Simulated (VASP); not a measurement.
# W2CSe2 (P-3m1) in VASP: notebook, part 2 of 2

VASP 6.6.1. The steps go on from the part before.

### 4 Single point, r2SCAN

POSCAR

```
W2CSe2
1.0
    3.3531594882     -0.0000002836      0.0000000000
   -1.6765794985      2.9039214415      0.0000000000
    0.0000000000      0.0000000000      8.9515931885
W Se C
2 2 1
Direct
    0.3333333333      0.6666666667      0.1117027841
    0.6666666667      0.3333333333      0.8882972159
    0.3333333333      0.6666666667      0.6932891185
    0.6666666667      0.3333333333      0.3067108815
    0.0000000000      0.0000000000      0.0000000000
```

INCAR.step1

```
SYSTEM = W2CSe2
ALGO = Normal
EDIFF = 1E-4
ENCUT = 520
GGA = PE
ISMEAR = -1
LASPH = .TRUE.
LCHARG = .FALSE.
LREAL = .FALSE.
LWAVE = .TRUE.
NBANDS = 30
NELM = 80
PREC = Accurate
SIGMA = 0.0399
```

INCAR.step2

```
SYSTEM = W2CSe2
ALGO = Normal
EDIFF = 1E-7
ENCUT = 520
ISIF = 2
ISMEAR = -1
ISTART = 1
LASPH = .TRUE.
LCHARG = .TRUE.
LELF = .TRUE.
LMIXTAU = .TRUE.
LREAL = .FALSE.
LVHAR = .TRUE.
LWAVE = .FALSE.
METAGGA = R2SCAN
NBANDS = 30
NELM = 80
PREC = Accurate
SIGMA = 0.0399
```

KPOINTS

```
k-points
0
G
  6 6 2
  0 0 0
```

Potentials or basis: VASP PAW PBE potentials, release 64 (W_sv, Se, C).

Started as:

```
> cat potpaw_PBE.64/W_sv/POTCAR potpaw_PBE.64/Se/POTCAR potpaw_PBE.64/C/POTCAR > POTCAR
> cp INCAR.step1 INCAR
> mpirun -np 1 vasp_std > vasp.out
> cp INCAR.step2 INCAR
> mpirun -np 1 vasp_std > vasp.out
```

OUTCAR:

```text
SYSTEM = W2CSe2
   EDIFF = 1E-7
   ENCUT = 520
   ISIF = 2
   ISMEAR = -1
   ISTART = 1
   LASPH = .TRUE.
   LREAL = .FALSE.
   METAGGA = R2SCAN
   NELM = 80
   PREC = Accurate

 ion  position               nearest neighbor table
   1  0.333  0.667  0.112-   5 2.18   5 2.18   5 2.18   4 2.61   4 2.61   4 2.61   2 2.78   2 2.78
                             2 2.78
   2  0.667  0.333  0.888-   5 2.18   5 2.18   5 2.18   3 2.61   3 2.61   3 2.61   1 2.78   1 2.78
                             1 2.78
   3  0.333  0.667  0.693-   2 2.61   2 2.61   2 2.61
   4  0.667  0.333  0.307-   1 2.61   1 2.61   1 2.61
   5  0.000  0.000  0.000-   1 2.18   2 2.18   1 2.18   2 2.18   2 2.18   1 2.18

  LATTYP: Found a hexagonal cell.
 ALAT       =     3.3531594882
 C/A-ratio  =     2.6695995881

  Lattice vectors:

 A1 = (   3.3531594882,  -0.0000002836,   0.0000000000)
 A2 = (  -1.6765794985,   2.9039214415,   0.0000000000)
 A3 = (   0.0000000000,   0.0000000000,   8.9515931885)

Analysis of symmetry for initial positions (statically):
=====================================================================
 Subroutine PRICEL returns:
 Original cell was already a primitive cell.

 Routine SETGRP: Setting up the symmetry group for a
 hexagonal supercell.

 Subroutine GETGRP returns: Found 12 space group operations
 (whereof 12 operations were pure point group operations)
 out of a pool of 24 trial point group operations.

The static configuration has the point symmetry D_3d.

Analysis of symmetry for dynamics (positions and initial velocities):
=====================================================================
 Subroutine PRICEL returns:
 Original cell was already a primitive cell.

 Routine SETGRP: Setting up the symmetry group for a
 hexagonal supercell.

 Subroutine GETGRP returns: Found 12 space group operations
[... 115 lines left out ...]
   IALGO  =     38    algorithm
   IMIX   =      4    mixing-type and parameters
     AMIX     =   0.40;   BMIX     =  1.00
     AMIX_MAG =   1.60;   BMIX_MAG =  1.00
  volume/ion in A,a.u.               =      17.43       117.64
  Fermi-wavevector in a.u.,A,eV,Ry     =   1.303505  2.463267 23.117991  1.699124
  Thomas-Fermi vector in A             =   2.434502
   LORBIT       =      0    0 simple, 1 ext, 2 COOP (PROOUT), +10 PAW based schemes
   METAGGA = R2SCAN    functional components
   LHFCALC =     F    Hartree Fock is set to
   AEXX    =    0.0000 exact exchange contribution
   IVDW    =     0    specifies the selected vdW correction
   LEPSILON=     F    determine dielectric tensor
   LRPA    =     F    only Hartree local field effects (RPA)
 non-spin polarized calculation
  energy-cutoff  :      520.00
  volume of cell :       87.16
 maximum number of plane-waves:      2362
 NGX is ok and might be reduce to    28
   NGX = 13   NGY = 13   NGZ = 33

 number of electron      44.0000002 magnetization

 Free energy of the ion-electron system (eV)
  ---------------------------------------------------
  ext. energy  EPLUGINS =         0.00000000
  ---------------------------------------------------
  free energy    TOTEN  =      -142.24324292 eV

  energy without entropy =     -142.23614827  energy(sigma->0) =     -142.23969560

 E-fermi :   7.0403     XC(G=0): -11.8055

 val. band max:        7.0051712000   @ k =   0.0000   0.0000   0.5000
 cond. band min:       7.0602097253   @ k =   0.5000   0.0000   0.0000
 fundamental gap:      0.0550385253
 Fermi energy:         7.0402983632

 k-point     1 :       0.0000    0.0000    0.0000
  band No.  band energies     occupation
      1     -69.9512      2.00000
      2     -69.8665      2.00000
      3     -33.8828      2.00000
      4     -33.4924      2.00000
      5     -33.4924      2.00000
      6     -33.3046      2.00000
[... 451 lines left out ...]
     29      11.6065      0.00000
     30      11.6065      0.00000

------------------------ aborting loop because EDIFF is reached ----------------------------------------

  FORCE on cell =-STRESS in cart. coord.  units (eV):
  Direction    XX          YY          ZZ          XY          YZ          ZX
  --------------------------------------------------------------------------------------
  -------------------------------------------------------------------------------------
  Total        0.3520975      0.3520975      0.3742569     -0.0000000      0.0000000     -0.0000000
  in kB        6.4719357      6.4719357      6.8792489     -0.0000000      0.0000000     -0.0000000
  external PRESSURE =       6.6077068 kB  Pullay stress =       0.0000000 kB

 VOLUME and BASIS-vectors are now :
 -----------------------------------------------------------------------------
  energy-cutoff  :      520.00
  volume of cell :       87.16
      direct lattice vectors                 reciprocal lattice vectors
     3.353159488 -0.000000284  0.000000000     0.298226211  0.172180950  0.000000000
    -1.676579498  2.903921442  0.000000000     0.000000029  0.344361950  0.000000000
     0.000000000  0.000000000  8.951593189     0.000000000  0.000000000  0.111711958

 POSITION                                       TOTAL-FORCE (eV/Angst)
 -----------------------------------------------------------------------------------
      0.00000      1.93595      0.99992        -0.000000     -0.000000      0.073118
      1.67658      0.96797      7.95168        -0.000000      0.000000     -0.073118
      0.00000      1.93595      6.20604         0.000000     -0.000000     -0.042039
      1.67658      0.96797      2.74555         0.000000     -0.000000      0.042039
      0.00000      0.00000      0.00000         0.000000     -0.000000      0.000000
 -----------------------------------------------------------------------------------
    total drift:                                0.000000      0.000000      0.000000

  FREE ENERGIE OF THE ION-ELECTRON SYSTEM (eV)
  ---------------------------------------------------
  free  energy   TOTEN  =      -142.2432429234 eV

  energy  without entropy=     -142.2361482730  energy(sigma->0) =     -142.23969560
```

OUTCAR.step1:

```text
SYSTEM = W2CSe2
   EDIFF = 1E-4
   ENCUT = 520
   GGA = PE
   ISMEAR = -1
   LASPH = .TRUE.
[... 684 lines left out ...]
      0.00000      1.93595      6.20604         0.000000     -0.000000     -0.298800
      1.67658      0.96797      2.74555         0.000000     -0.000000      0.298800
      0.00000      0.00000      0.00000         0.000000     -0.000000      0.000000
 -----------------------------------------------------------------------------------
    total drift:                                0.000000      0.000000      0.000000

  FREE ENERGIE OF THE ION-ELECTRON SYSTEM (eV)
  ---------------------------------------------------
  free  energy   TOTEN  =       -42.9537649662 eV

  energy  without entropy=      -42.9452879772  energy(sigma->0) =      -42.94952647
```

Run time: 6.1 min. Hardware: 1 thread of Intel Xeon 8259CL, shared host; peak memory 0.26 GiB.

What came out:

| Quantity | Value |
| --- | --- |
| Free energy | -142.2432 eV |
| Pressure | 0.7 GPa |
| Largest force | 0.073 eV/Å |
| Band gap on the k mesh | zero (bands 22 and 23 overlap by 0.79 eV) |

Forces on the atoms (eV/Å):
```
W    0.000  0.000  0.073
W    0.000  0.000 -0.073
Se   0.000  0.000 -0.042
Se   0.000  0.000  0.042
C    0.000  0.000  0.000
```

Caveat: the k points lie up to 0.36 Å⁻¹ apart, too coarse for converged energies and pressures of a metal; the PAW data sets were made with another functional, which shifts forces and pressure a little; spin-orbit coupling is left out, which moves the levels of the heavy elements.
